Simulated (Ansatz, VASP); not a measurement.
**One calculation of AlNi3, two programs**

The input INCAR:

```
PREC = Accurate ; ENCUT = 520
EDIFF = 1E-6 ; ISMEAR = 0
SIGMA = 0.15 ; LREAL = False
LASPH = True ; NELM = 100
ALGO = Fast ; ISIF = 2
LWAVE = False ; LCHARG = False
GGA = PS ; NBANDS = 24
```

The input KPOINTS:

```
Automatic mesh
0
Gamma
  14 14 14
```

Contents of POSCAR:

```
AlNi3
1.0
   -0.0681237737      2.7942196579      2.7942196579
    2.7942196579     -0.0681237737      2.7942196579
    2.7942196579      2.7942196579     -0.0681237737
Al Ni
1 3
Direct
    0.5000000000      0.5000000000      0.5000000000
    0.2500000000      0.2500000000      0.2500000000
    0.0000000000      0.0000000000      0.0000000000
    0.7500000000      0.7500000000      0.7500000000
```

Input for Ansatz:

```yaml
crystal:
  lattice:
    - [-0.0681237737, 2.7942196579, 2.7942196579]
    - [2.7942196579, -0.0681237737, 2.7942196579]
    - [2.7942196579, 2.7942196579, -0.0681237737]
  atoms:
    - { symbol: Al, position: [0.5, 0.5, 0.5] }
    - { symbol: Ni, position: [0.25, 0.25, 0.25] }
    - { symbol: Ni, position: [0.0, 0.0, 0.0] }
    - { symbol: Ni, position: [0.75, 0.75, 0.75] }
basis:
  ecutwfc: 520.0
kpoints:
  mp_grid: { grid: [14, 14, 14] }
hamiltonian:
  xc: pbesol
  pseudopotentials: { kind: paw, azcp: { folder: soft_1 } }
scf:
  occupations: { method: gaussian, width: 0.15 }
output:
  forces: true
  stress: true
  eigenvalues: true
```

Alike in both runs: task single point; functional PBEsol; k mesh 14 × 14 × 14; occupations gaussian, width 0.15 eV; no spin polarisation.

|  | VASP | Ansatz |
| --- | --- | --- |
| version | VASP 6.6.1 | Ansatz 0.2.0 |
| potentials or method | VASP PAW PBE potentials, release 64 (Al, Ni), cutoff 520 eV | scalar-relativistic, plane waves, PAW |
| valence electrons in the cell | 33 | 57 |

Ansatz gave:

* gap on the k mesh at the Fermi level (eV): none
* pressure (GPa): -5.5
* traceless stress, the component that is largest in VASP (GPa): 3.59
* rms of the force components (eV/Å): 0.019

Q: Estimate VASP's values.

A: gap on the k mesh at the Fermi level (eV): none; pressure (GPa): -5.4; traceless stress, the component that is largest in VASP (GPa): 3.57; rms of the force components (eV/Å): 0.017.

VASP's potentials were made for PBE, not for PBEsol, and Ansatz warns of the same on its side. Atom by atom the forces differ by 0.002 eV/Å (rms over components). A gap of «none» marks a metal or a gap that the smearing closes. VASP's potentials hold 33 valence electrons a cell and Ansatz's 57, so a difference there can come from the potentials and not from the codes.
